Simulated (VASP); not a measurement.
# HfC (Fm-3m) in VASP: relaxation of cell and atoms with PBEsol

Aim: the relaxation of cell and atoms of HfC with PBEsol.

Program: VASP 6.6.1. These are calculated values, not measurements. Logs are shortened: lines on timing, memory, paths and dates and some standing lists are left out, and cuts for length are marked.

## (1) The cell of the first run

Symmetry: Fm-3m, No. 225, cubic system. Conventional cell: a = 4.650 Å, b = 4.650 Å, c = 4.650 Å, α = 90.00°, β = 90.00°, γ = 90.00°. Within 3.1 Å of Hf (site symmetry m-3m) lie 6 C at 2.33 Å. Within 3.1 Å of C (site symmetry m-3m) lie 6 Hf at 2.33 Å.

## (2) Relaxation of cell and atoms, PBEsol

Input file INCAR:

```
SYSTEM = HfC
PREC = Accurate
ENCUT = 600
EDIFF = 1E-7
ISMEAR = -1
SIGMA = 0.05
LREAL = .False.
LASPH = .True.
NELM = 120
ALGO = Normal
ISIF = 3
LWAVE = .False.
LCHARG = .False.
GGA = PS
IBRION = 2
NSW = 80
EDIFFG = -0.01
GGA_COMPAT = .False.
NELMIN = 4
```

Input file KPOINTS:

```
Automatic mesh
0
Gamma
  7 7 7
  0 0 0
```

Input file POSCAR:

```
HfC
1.0
    0.0000000000      2.3250000000      2.3250000000
    2.3250000000      0.0000000000      2.3250000000
    2.3250000000      2.3250000000      0.0000000000
Hf C
1 1
Direct
    0.0000000000      0.0000000000      0.0000000000
    0.5000000000      0.5000000000      0.5000000000
```

Potentials or basis: VASP PAW PBE potentials, release 64 (Hf_pv, C).

The run is started by

```sh
cat potpaw_PBE.64/Hf_pv/POTCAR potpaw_PBE.64/C/POTCAR > POTCAR
mpirun -np 1 vasp_std > vasp.out
```

OUTCAR:

```text
SYSTEM = HfC
   PREC = Accurate
   ENCUT = 600
   EDIFF = 1E-7
   ISMEAR = -1
   LREAL = .False.
   LASPH = .True.
   NELM = 120
   ISIF = 3
   GGA = PS
   IBRION = 2
   NSW = 80
   EDIFFG = -0.01
   NELMIN = 4

 ion  position               nearest neighbor table
   1  0.000  0.000  0.000-   2 2.33   2 2.33   2 2.33   2 2.33   2 2.33   2 2.33
   2  0.500  0.500  0.500-   1 2.33   1 2.33   1 2.33   1 2.33   1 2.33   1 2.33

  LATTYP: Found a face centered cubic cell.
 ALAT       =     4.6500000000

  Lattice vectors:

 A1 = (   0.0000000000,   2.3250000000,   2.3250000000)
 A2 = (   2.3250000000,   0.0000000000,   2.3250000000)
 A3 = (   2.3250000000,   2.3250000000,   0.0000000000)

Analysis of symmetry for initial positions (statically):
=====================================================================
 Subroutine PRICEL returns:
 Original cell was already a primitive cell.

 Routine SETGRP: Setting up the symmetry group for a
 face centered cubic supercell.

 Subroutine GETGRP returns: Found 48 space group operations
 (whereof 48 operations were pure point group operations)
 out of a pool of 48 trial point group operations.

The static configuration has the point symmetry O_h .

Analysis of symmetry for dynamics (positions and initial velocities):
=====================================================================
 Subroutine PRICEL returns:
 Original cell was already a primitive cell.

 Routine SETGRP: Setting up the symmetry group for a
 face centered cubic supercell.

 Subroutine GETGRP returns: Found 48 space group operations
 (whereof 48 operations were pure point group operations)
 out of a pool of 48 trial point group operations.

The dynamic configuration has the point symmetry O_h .

 Subroutine INISYM returns: Found 48 space group operations
 (whereof 48 operations are pure point group operations),
 and found     1 'primitive' translations

----------------------------------------------------------------------------------------

                                     Primitive cell

  volume of cell :      25.1362

  direct lattice vectors                    reciprocal lattice vectors
     0.000000000  2.325000000  2.325000000    -0.215053763  0.215053763  0.215053763
     2.325000000  0.000000000  2.325000000     0.215053763 -0.215053763  0.215053763
     2.325000000  2.325000000  0.000000000     0.215053763  0.215053763 -0.215053763

  length of vectors
     3.288046533  3.288046533  3.288046533     0.372484045  0.372484045  0.372484045

  position of ions in fractional coordinates (direct lattice)
     0.000000000  0.000000000  0.000000000
     0.500000000  0.500000000  0.500000000

  ion indices of the primitive-cell ions
   primitive index   ion index
                 1           1
                 2           2

----------------------------------------------------------------------------------------

 KPOINTS: Automatic mesh

Automatic generation of k-mesh.
 Grid dimensions read from file:
 generate k-points for:    7    7    7

 Generating k-lattice:

  Cartesian coordinates                     Fractional coordinates (reciprocal lattice)
    -0.030721966  0.030721966  0.030721966     0.142857143  0.000000000  0.000000000
     0.030721966 -0.030721966  0.030721966     0.000000000  0.142857143  0.000000000
     0.030721966  0.030721966 -0.030721966     0.000000000  0.000000000  0.142857143

  Length of vectors
     0.053212006  0.053212006  0.053212006

  Shift w.r.t. Gamma in fractional coordinates (k-lattice)
     0.000000000  0.000000000  0.000000000

 Subroutine IBZKPT returns following result:
 ===========================================

 Found     20 irreducible k-points:

 Following reciprocal coordinates:
            Coordinates               Weight
  0.000000  0.000000  0.000000      1.000000
  0.142857  0.000000  0.000000      8.000000
  0.285714  0.000000  0.000000      8.000000
  0.428571  0.000000  0.000000      8.000000
  0.142857  0.142857  0.000000      6.000000
  0.285714  0.142857  0.000000     24.000000
[... 12 lines left out ...]
 -0.428571  0.428571  0.142857     24.000000
 -0.285714  0.428571  0.142857     24.000000
   k-points           NKPTS =     20   k-points in BZ     NKDIM =     20   number of bands    NBANDS=     11
   number of dos      NEDOS =    301   number of ions     NIONS =      2
   total plane-waves  NPLWV =  21952
   dimension x,y,z NGX =    28 NGY =   28 NGZ =   28
   dimension x,y,z NGXF=    56 NGYF=   56 NGZF=   56
   ions per type =               1   1
   NGX,Y,Z   is equivalent  to a cutoff of  14.16, 14.16, 14.16 a.u.
   NGXF,Y,Z  is equivalent  to a cutoff of  28.31, 28.31, 28.31 a.u.
 SYSTEM =  HfC
   PREC   = accura    normal or accurate (medium, high low for compatibility)
   ISTART =      0    job   : 0-new  1-cont  2-samecut
   ICHARG =      2    charge: 1-file 2-atom 10-const
   ISPIN  =      1    spin polarized calculation?
   LNONCOLLINEAR =      F non collinear calculations
   LSORBIT =      F    spin-orbit coupling
   LASPH  =      T    aspherical Exc in radial PAW
   ENCUT  =  600.0 eV  44.10 Ry    6.64 a.u.   6.57  6.57  6.57*2*pi/ulx,y,z
   NELM   =    120;   NELMIN=  4; NELMDL= -5     # of ELM steps
   EDIFF  = 0.1E-06   stopping-criterion for ELM
   LREAL  =      F    real-space projection
   EDIFFG = -.1E-01   stopping-criterion for IOM
   NSW    =     80    number of steps for IOM
   IBRION =      2    ionic relax: 0-MD 1-quasi-New 2-CG
   NFREE  =      1    steps in history (QN), initial steepest desc. (CG)
   ISIF   =      3    stress and relaxation
   ISYM   =      2    0-nonsym 1-usesym 2-fastsym
   POTIM  = 0.5000    time-step for ionic-motion
   TEBEG  =    0.0;   TEEND  =   0.0 temperature during run
   PSTRESS=    0.0 pullay stress
   NELECT =      14.0000    total number of electrons
   NUPDOWN=      -1.0000    fix difference up-down
   EMIN   =  10.00;   EMAX   =-10.00  energy-range for DOS
   EFERMI =   0.00;   METHOD = LEGACY
   ISMEAR =    -1;   SIGMA  =   0.05  broadening in eV -4-tet -1-fermi 0-gaus
   EFERMI_NEDOS =   21; number of points for ismear=-14 and -15
   IALGO  =     38    algorithm
   IMIX   =      4    mixing-type and parameters
     AMIX     =   0.40;   BMIX     =  1.00
     AMIX_MAG =   1.60;   BMIX_MAG =  1.00
  volume/ion in A,a.u.               =      12.57        84.81
  Fermi-wavevector in a.u.,A,eV,Ry     =   1.346949  2.545365 24.684672  1.814272
  Thomas-Fermi vector in A             =   2.474740
   LORBIT       =      0    0 simple, 1 ext, 2 COOP (PROOUT), +10 PAW based schemes
   GGA     = PS    functional components
   LHFCALC =     F    Hartree Fock is set to
   AEXX    =    0.0000 exact exchange contribution
   IVDW    =     0    specifies the selected vdW correction
   LEPSILON=     F    determine dielectric tensor
   LRPA    =     F    only Hartree local field effects (RPA)
 conjugate gradient relaxation of ions
 non-spin polarized calculation
  energy-cutoff  :      600.00
  volume of cell :       25.14
 maximum number of plane-waves:       869
 NGX is ok and might be reduce to    28
   NGX = 13   NGY = 13   NGZ = 13

--------------------------------------- Ionic step        1  -------------------------------------------

 number of electron      14.0000000 magnetization

 Free energy of the ion-electron system (eV)
  ---------------------------------------------------
  ext. energy  EPLUGINS =         0.00000000
  ---------------------------------------------------
  free energy    TOTEN  =       -22.17423268 eV

  energy without entropy =      -22.16958875  energy(sigma->0) =      -22.17191072

------------------------ aborting loop because EDIFF is reached ----------------------------------------

  FORCE on cell =-STRESS in cart. coord.  units (eV):
  Direction    XX          YY          ZZ          XY          YZ          ZX
  --------------------------------------------------------------------------------------
  -------------------------------------------------------------------------------------
  Total       -1.0983804     -1.0983804     -1.0983804     -0.0000000      0.0000000     -0.0000000
  in kB      -70.0107096    -70.0107096    -70.0107096     -0.0000000      0.0000000     -0.0000000
  external PRESSURE =     -70.0107096 kB  Pullay stress =       0.0000000 kB

 VOLUME and BASIS-vectors are now :
 -----------------------------------------------------------------------------
  energy-cutoff  :      600.00
  volume of cell :       25.14
      direct lattice vectors                 reciprocal lattice vectors
     0.000000000  2.325000000  2.325000000    -0.215053763  0.215053763  0.215053763
     2.325000000  0.000000000  2.325000000     0.215053763 -0.215053763  0.215053763
     2.325000000  2.325000000  0.000000000     0.215053763  0.215053763 -0.215053763
[... 37 lines left out ...]
 POSITION                                       TOTAL-FORCE (eV/Angst)
 -----------------------------------------------------------------------------------
      2.26340      2.26340     -0.00000         0.000000      0.000000      0.000000
      2.26340      2.26340      2.26340         0.000000     -0.000000     -0.000000
 -----------------------------------------------------------------------------------
    total drift:                                0.000000      0.000000      0.000000

  FREE ENERGIE OF THE ION-ELECTRON SYSTEM (eV)
  ---------------------------------------------------
  free  energy   TOTEN  =       -22.1378889641 eV

  energy  without entropy=      -22.1337830408  energy(sigma->0) =      -22.13583600

--------------------------------------- Ionic step        3  -------------------------------------------

 number of electron      13.9999999 magnetization

 Free energy of the ion-electron system (eV)
  ---------------------------------------------------
  ext. energy  EPLUGINS =         0.00000000
  ---------------------------------------------------
  free energy    TOTEN  =       -22.19047682 eV

  energy without entropy =      -22.18580691  energy(sigma->0) =      -22.18814187

 E-fermi :   5.9317     XC(G=0): -12.5622

 val. band max:        5.9120866537   @ k =   0.4286   0.4286   0.0000
 cond. band min:       6.4641434138   @ k =  -0.4286   0.4286   0.0000
 fundamental gap:      0.5520567601
 Fermi energy:         5.9316910432

 k-point     1 :       0.0000    0.0000    0.0000
  band No.  band energies     occupation
      1     -23.3339      2.00000
      2     -23.3339      2.00000
      3     -23.3339      2.00000
      4      -6.4027      2.00000
      5       7.0779      0.00000
      6       7.0779      0.00000
      7       7.0779      0.00000
      8       7.3796      0.00000
      9       7.3796      0.00000
     10       7.3796      0.00000
     11       9.4812      0.00000

 k-point     2 :       0.1429    0.0000    0.0000
  band No.  band energies     occupation
      1     -23.4869      2.00000
      2     -23.3485      2.00000
      3     -23.3485      2.00000
      4      -5.8747      2.00000
      5       4.8790      2.00000
      6       5.4659      1.99982
      7       5.4659      1.99982
      8       8.0899      0.00000
      9       8.0899      0.00000
     10       8.4642      0.00000
     11      11.4736      0.00000
[... 272 lines left out ...]
 POSITION                                       TOTAL-FORCE (eV/Angst)
 -----------------------------------------------------------------------------------
      0.00000      0.00000      0.00000         0.000000     -0.000000      0.000000
      2.30277      2.30277      2.30277        -0.000000      0.000000     -0.000000
 -----------------------------------------------------------------------------------
    total drift:                                0.000000      0.000000      0.000000

  FREE ENERGIE OF THE ION-ELECTRON SYSTEM (eV)
  ---------------------------------------------------
  free  energy   TOTEN  =       -22.1904768223 eV

  energy  without entropy=      -22.1858069133  energy(sigma->0) =      -22.18814187

 reached required accuracy - stopping structural energy minimisation
```

Wall time 22 s (1 thread of Intel Xeon Platinum 8559C (Emerald Rapids), shared host); peak memory 0.16 GiB.

What came out:

- Free energy: -22.1905 eV
- Relaxed volume: 12.21 Å³/atom
- Relaxed cell: a = 3.257 Å, b = 3.257 Å, c = 3.257 Å, α = 60.00°, β = 60.00°, γ = 60.00°
- Space group after relaxing (to 0.1 Å): Fm-3m (No. 225)
- Energy gained by relaxing: 8.1 meV/atom
- Ionic steps: 3
- Pressure after relaxing: -0.1 GPa
- Band gap on the k mesh: zero (bands 7 and 8 overlap by 1.46 eV)

The path:
```tsv
step	energy change (eV)	largest force (eV/Å)	pressure (GPa)	volume (Å³)
1	0.0000	0.0000	-7.00	25.14
2	0.0363	0.0000	14.42	23.19
3	-0.0162	0.0000	-0.11	24.42
```

Final structure:
```
CELL_PARAMETERS angstrom
0.00000 2.30277 2.30277
2.30277 0.00000 2.30277
2.30277 2.30277 0.00000
ATOMIC_POSITIONS crystal
Hf 0.00000 0.00000 0.00000
C 0.50000 0.50000 0.50000
```

Levels at points of the mesh, in eV from the Fermi level:
```tsv
k point	band 4	band 5	band 6	band 7	band 8	band 9	band 10	band 11
(0.00, 0.00, 0.00)	-12.33	1.15	1.15	1.15	1.45	1.45	1.45	3.55
```

Caveat: the PAW data sets were made with another functional, which shifts forces and pressure a little; spin-orbit coupling is left out, which moves the levels of the heavy elements.

The gap in the log of VASP goes by the Fermi energy; the results here count the filled bands.